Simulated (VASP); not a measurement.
# Pt (Fmmm) in VASP: a series of runs

Runs on Pt. Level: r2SCAN. Tasks: single point.

Everything below comes from runs of VASP 6.6.1. Logs are shortened: lines on timing, memory, paths and dates and some standing lists are left out, and cuts for length are marked.

## 1. The cell of the first run

It takes space group Fmmm (No. 69, orthorhombic). Conventional cell: a = 3.168 Å, b = 4.436 Å, c = 4.526 Å, α = 90.00°, β = 90.00°, γ = 90.00°. Pt (site symmetry mmm) has 14 Pt at 2.73 to 3.17 Å within 3.6 Å.

## 2. Single point, r2SCAN (strain -0.0200 x Voigt [0, 0, 0, 0, 0, 1])

The input, POSCAR:

```
Pt
1.0
   -1.6000622000      1.6000622000      1.5842200000
    1.6000622000     -1.6000622000      1.5842200000
    1.5683778000      1.5683778000     -1.5842200000
Pt
1
Direct
    0.0000000000      0.0000000000      0.0000000000
```

The input, INCAR.step1:

```
PREC = Accurate
ENCUT = 520
ISMEAR = 0
SIGMA = 0.15
LREAL = False
LASPH = True
NELM = 60
NBANDS = 11
GGA = PE
ALGO = Normal
EDIFF = 1E-4
LWAVE = True
LCHARG = False
```

The input, INCAR.step2:

```
PREC = Accurate
ENCUT = 520
EDIFF = 1E-7
ISMEAR = 0
SIGMA = 0.15
LREAL = False
LASPH = True
NELM = 60
ALGO = Normal
ISIF = 2
LWAVE = False
LCHARG = False
METAGGA = R2SCAN
LMIXTAU = True
NBANDS = 11
ISTART = 1
```

The input, KPOINTS:

```
regular mesh
0
Gamma
  22 22 22
```

Potentials or basis: VASP PAW PBE potentials, release 64 (Pt).

Command:

```sh
$ cat potpaw_PBE.64/Pt/POTCAR > POTCAR
$ cp INCAR.step1 INCAR
$ mpirun -np 1 vasp_std > vasp.out
$ cp INCAR.step2 INCAR
$ mpirun -np 1 vasp_std > vasp.out
```

OUTCAR:

```text
PREC = Accurate
   ENCUT = 520
   EDIFF = 1E-7
   ISMEAR = 0
   LREAL = False
   LASPH = True
   NELM = 60
   ISIF = 2
   METAGGA = R2SCAN
   ISTART = 1

 ion  position               nearest neighbor table
   1  0.000  0.000  0.000-

  LATTYP: Found a face centered orthorhombic cell.
 ALAT       =     3.1684400000
 B/A-ratio  =     1.4000714267
 C/A-ratio  =     1.4283556980

  Lattice vectors:

 A1 = (  -0.0316844000,   3.1684400000,   0.0000000000)
 A2 = (  -1.6000622000,   1.6000622000,   1.5842200000)
 A3 = (   1.5683778000,   1.5683778000,   1.5842200000)

Analysis of symmetry for initial positions (statically):
=====================================================================
 Subroutine PRICEL returns:
 Original cell was already a primitive cell.

 Routine SETGRP: Setting up the symmetry group for a
 face centered orthorhombic supercell.

 Subroutine GETGRP returns: Found  8 space group operations
 (whereof  8 operations were pure point group operations)
 out of a pool of  8 trial point group operations.

The static configuration has the point symmetry D_2h.

Analysis of symmetry for dynamics (positions and initial velocities):
=====================================================================
 Subroutine PRICEL returns:
 Original cell was already a primitive cell.

 Routine SETGRP: Setting up the symmetry group for a
 face centered orthorhombic supercell.

 Subroutine GETGRP returns: Found  8 space group operations
 (whereof  8 operations were pure point group operations)
 out of a pool of  8 trial point group operations.

The dynamic configuration has the point symmetry D_2h.

 Subroutine INISYM returns: Found  8 space group operations
 (whereof  8 operations are pure point group operations),
 and found     1 'primitive' translations

----------------------------------------------------------------------------------------

                                     Primitive cell

  volume of cell :      15.9024

  direct lattice vectors                    reciprocal lattice vectors
    -1.600062200  1.600062200  1.584220000     0.003156443  0.315644295  0.315612731
     1.600062200 -1.600062200  1.584220000     0.315644295  0.003156443  0.315612731
     1.568377800  1.568377800 -1.584220000     0.318800738  0.318800738  0.000000000

  length of vectors
     2.762272813  2.762272813  2.725687226     0.446377284  0.446377284  0.450852327

  position of ions in fractional coordinates (direct lattice)
     0.000000000  0.000000000  0.000000000

  ion indices of the primitive-cell ions
   primitive index   ion index
                 1           1

----------------------------------------------------------------------------------------

 KPOINTS: regular mesh

Automatic generation of k-mesh.
 Grid dimensions read from file:
 generate k-points for:   22   22   22

 Generating k-lattice:

  Cartesian coordinates                     Fractional coordinates (reciprocal lattice)
     0.000143475  0.014347468  0.014346033     0.045454545 -0.000000000  0.000000000
     0.014347468  0.000143475  0.014346033    -0.000000000  0.045454545  0.000000000
     0.014490943  0.014490943  0.000000000     0.000000000  0.000000000  0.045454545

  Length of vectors
     0.020289877  0.020289877  0.020493288

  Shift w.r.t. Gamma in fractional coordinates (k-lattice)
     0.000000000  0.000000000  0.000000000

 Subroutine IBZKPT returns following result:
 ===========================================

 Found   1530 irreducible k-points:

 Following reciprocal coordinates:
            Coordinates               Weight
  0.000000  0.000000  0.000000      1.000000
  0.045455 -0.000000  0.000000      8.000000
  0.090909 -0.000000  0.000000      8.000000
  0.136364  0.000000  0.000000      8.000000
  0.181818 -0.000000  0.000000      8.000000
  0.227273 -0.000000  0.000000      8.000000
[... 16 lines left out ...]
  0.500000  0.045455  0.000000      8.000000
 -0.454545  0.045455 -0.000000      8.000000
 [... further k-points ...]
   k-points           NKPTS =   1530   k-points in BZ     NKDIM =   1530   number of bands    NBANDS=     11
   number of dos      NEDOS =    301   number of ions     NIONS =      1
   total plane-waves  NPLWV =  11520
   dimension x,y,z NGX =    24 NGY =   24 NGZ =   20
   dimension x,y,z NGXF=    48 NGYF=   48 NGZF=   40
   ions per type =               1
   NGX,Y,Z   is equivalent  to a cutoff of  14.44, 14.44, 12.20 a.u.
   NGXF,Y,Z  is equivalent  to a cutoff of  28.89, 28.89, 24.40 a.u.
 SYSTEM =  unknown system
   PREC   = accura    normal or accurate (medium, high low for compatibility)
   ISTART =      1    job   : 0-new  1-cont  2-samecut
   ICHARG =      0    charge: 1-file 2-atom 10-const
   ISPIN  =      1    spin polarized calculation?
   LNONCOLLINEAR =      F non collinear calculations
   LSORBIT =      F    spin-orbit coupling
   LASPH  =      T    aspherical Exc in radial PAW
   ENCUT  =  520.0 eV  38.22 Ry    6.18 a.u.   5.14  5.14  5.07*2*pi/ulx,y,z
   NELM   =     60;   NELMIN=  2; NELMDL=  0     # of ELM steps
   EDIFF  = 0.1E-06   stopping-criterion for ELM
   LREAL  =      F    real-space projection
   EDIFFG = 0.1E-05   stopping-criterion for IOM
   NSW    =      0    number of steps for IOM
   IBRION =     -1    ionic relax: 0-MD 1-quasi-New 2-CG
   NFREE  =      0    steps in history (QN), initial steepest desc. (CG)
   ISIF   =      2    stress and relaxation
   ISYM   =      2    0-nonsym 1-usesym 2-fastsym
   POTIM  = 0.5000    time-step for ionic-motion
   TEBEG  =    0.0;   TEEND  =   0.0 temperature during run
   PSTRESS=    0.0 pullay stress
   NELECT =      10.0000    total number of electrons
   NUPDOWN=      -1.0000    fix difference up-down
   EMIN   =  10.00;   EMAX   =-10.00  energy-range for DOS
   EFERMI =   0.00;   METHOD = LEGACY
   ISMEAR =     0;   SIGMA  =   0.15  broadening in eV -4-tet -1-fermi 0-gaus
   EFERMI_NEDOS =   21; number of points for ismear=-14 and -15
   IALGO  =     38    algorithm
   IMIX   =      4    mixing-type and parameters
     AMIX     =   0.40;   BMIX     =  1.00
     AMIX_MAG =   1.60;   BMIX_MAG =  1.00
  volume/ion in A,a.u.               =      15.90       107.31
  Fermi-wavevector in a.u.,A,eV,Ry     =   1.402557  2.650448 26.764916  1.967166
  Thomas-Fermi vector in A             =   2.525307
   LORBIT       =      0    0 simple, 1 ext, 2 COOP (PROOUT), +10 PAW based schemes
   METAGGA = R2SCAN    functional components
   LHFCALC =     F    Hartree Fock is set to
   AEXX    =    0.0000 exact exchange contribution
   IVDW    =     0    specifies the selected vdW correction
   LEPSILON=     F    determine dielectric tensor
   LRPA    =     F    only Hartree local field effects (RPA)
 non-spin polarized calculation
 Gauss-broadening in eV      SIGMA  =   0.15
  energy-cutoff  :      520.00
  volume of cell :       15.90
 maximum number of plane-waves:       443
 NGX is ok and might be reduce to    24
   NGX = 11   NGY = 11   NGZ = 11

 number of electron       9.9999999 magnetization

 Free energy of the ion-electron system (eV)
  ---------------------------------------------------
  ext. energy  EPLUGINS =         0.00000000
  ---------------------------------------------------
  free energy    TOTEN  =       -51.40104107 eV

  energy without entropy =      -51.38842203  energy(sigma->0) =      -51.39473155

 E-fermi :   9.8284     XC(G=0): -14.2284

 val. band max:        9.8282271060   @ k =  -0.0455   0.3636   0.0455
 cond. band min:       9.8286359323   @ k =   0.0909   0.0000   0.4545
 fundamental gap:      0.0004088262
 Fermi energy:         9.8284346680

 k-point     1 :       0.0000    0.0000    0.0000
  band No.  band energies     occupation
      1       0.1795      2.00000
      2       6.1258      2.00000
      3       6.2660      2.00000
      4       6.4180      2.00000
      5       8.7500      2.00000
      6       8.7566      2.00000
      7      27.7516      0.00000
      8      27.9396      0.00000
      9      28.1149      0.00000
     10      38.0837      0.00000
     11      38.2537      0.00000

 k-point     2 :       0.0455   -0.0000    0.0000
  band No.  band energies     occupation
      1       0.2670      2.00000
      2       6.1293      2.00000
      3       6.2825      2.00000
      4       6.4348      2.00000
      5       8.7074      2.00000
      6       8.7569      2.00000
      7      27.8396      0.00000
      8      27.9953      0.00000
      9      28.2065      0.00000
     10      36.5575      0.00000
     11      37.0138      0.00000

 k-point     3 :       0.0909   -0.0000    0.0000
  band No.  band energies     occupation
      1       0.5247      2.00000
      2       6.0848      2.00000
      3       6.2918      2.00000
      4       6.5785      2.00000
      5       8.5932      2.00000
      6       8.7630      2.00000
      7      28.0058      0.00000
      8      28.1192      0.00000
      9      28.5028      0.00000
     10      35.0807      0.00000
     11      35.4480      0.00000

 k-point     4 :       0.1364    0.0000    0.0000
  band No.  band energies     occupation
      1       0.9367      2.00000
      2       5.9646      2.00000
      3       6.2733      2.00000
      4       6.8949      2.00000
      5       8.4558      2.00000
      6       8.7757      2.00000
      7      28.0360      0.00000
      8      28.0633      0.00000
      9      29.0563      0.00000
     10      34.0009      0.00000
     11      34.0314      0.00000
[... 239 lines left out ...]
 k-point    22 :       0.4545    0.0455    0.0000
  band No.  band energies     occupation
      1       3.1955      2.00000
      2       4.8417      2.00000
      3       8.5547      2.00000
      4       8.8716      2.00000
      5       9.9535      0.23844
      6      11.3862      0.00000
      7      16.5247      0.00000
      8      23.9112      0.00000
      9      26.3100      0.00000
     10      35.0407      0.00000
     11      35.7041      0.00000

 k-point    23 :       0.5000    0.0455    0.0000
  band No.  band energies     occupation
      1       3.1949      2.00000
      2       4.8421      2.00000
      3       8.5561      2.00000
      4       8.8746      2.00000
      5       9.9716      0.17698
      6      11.3465      0.00000
      7      16.5372      0.00000
      8      23.9101      0.00000
      9      26.3095      0.00000
     10      35.0536      0.00000
     11      35.7247      0.00000

 k-point    24 :      -0.4545    0.0455   -0.0000
  band No.  band energies     occupation
      1       3.2110      2.00000
      2       4.8929      2.00000
      3       8.3900      2.00000
      4       8.8362      2.00000
      5       9.5056      1.99766
      6      10.9039      0.00000
      7      17.5934      0.00000
      8      24.1373      0.00000
      9      26.7651      0.00000
     10      35.0630      0.00000
     11      35.3182      0.00000

 [... further k-points ...]

------------------------ aborting loop because EDIFF is reached ----------------------------------------

  FORCE on cell =-STRESS in cart. coord.  units (eV):
  Direction    XX          YY          ZZ          XY          YZ          ZX
  --------------------------------------------------------------------------------------
  -------------------------------------------------------------------------------------
  Total       -0.5812120     -0.5812120     -0.5762044      0.2833268      0.0000000      0.0000000
  in kB      -58.5574442    -58.5574442    -58.0529272     28.5453378      0.0000000      0.0000000
  external PRESSURE =     -58.3892718 kB  Pullay stress =       0.0000000 kB

 VOLUME and BASIS-vectors are now :
 -----------------------------------------------------------------------------
  energy-cutoff  :      520.00
  volume of cell :       15.90
      direct lattice vectors                 reciprocal lattice vectors
    -1.600062200  1.600062200  1.584220000     0.003156443  0.315644295  0.315612731
     1.600062200 -1.600062200  1.584220000     0.315644295  0.003156443  0.315612731
     1.568377800  1.568377800 -1.584220000     0.318800738  0.318800738  0.000000000

 POSITION                                       TOTAL-FORCE (eV/Angst)
 -----------------------------------------------------------------------------------
      0.00000      0.00000      0.00000         0.000000     -0.000000     -0.000000
 -----------------------------------------------------------------------------------
    total drift:                               -0.000000     -0.000000      0.000000

  FREE ENERGIE OF THE ION-ELECTRON SYSTEM (eV)
  ---------------------------------------------------
  free  energy   TOTEN  =       -51.4010410739 eV

  energy  without entropy=      -51.3884220332  energy(sigma->0) =      -51.39473155
```

Run time: 19 min. Hardware: 1 thread of Oxide Virtual Turin-like, shared host; peak memory 0.34 GiB.

Results:

| Item | Value |
| --- | --- |
| Free energy | -51.4010 eV |
| Pressure | -5.8 GPa |
| Band gap on the k mesh | zero (bands 5 and 6 overlap by 2.38 eV) |

Stress tensor (GPa, compression positive):
```
-5.86  2.85  0.00
 2.85 -5.86  0.00
 0.00  0.00 -5.81
```

Levels at points of the mesh, in eV from the Fermi level:
```tsv
k point	band 2	band 3	band 4	band 5	band 6	band 7	band 8	band 9
(0.00, 0.00, 0.00)	-3.70	-3.56	-3.41	-1.08	-1.07	17.92	18.11	18.29
(0.50, 0.00, 0.00)	-5.01	-1.25	-0.77	0.49	1.09	6.58	14.06	16.60
(0.50, 0.50, 0.00)	-5.07	-1.18	-0.68	0.35	1.02	6.32	14.22	16.72
(0.00, 0.00, 0.50)	-4.94	-1.32	-0.87	0.64	1.19	6.83	13.96	16.42
(0.50, 0.50, 0.50)	-6.22	0.43	0.56	0.71	8.11	8.11	8.12	13.37
```

Caveat: the cell differs from its parent crystal (strain -0.0200 x Voigt [0, 0, 0, 0, 0, 1]); the cell stands under tension; the PAW data sets were made with another functional, which shifts forces and pressure a little; spin-orbit coupling is left out, which moves the levels of the heavy elements.

(Part 1 of 2 ends here.)
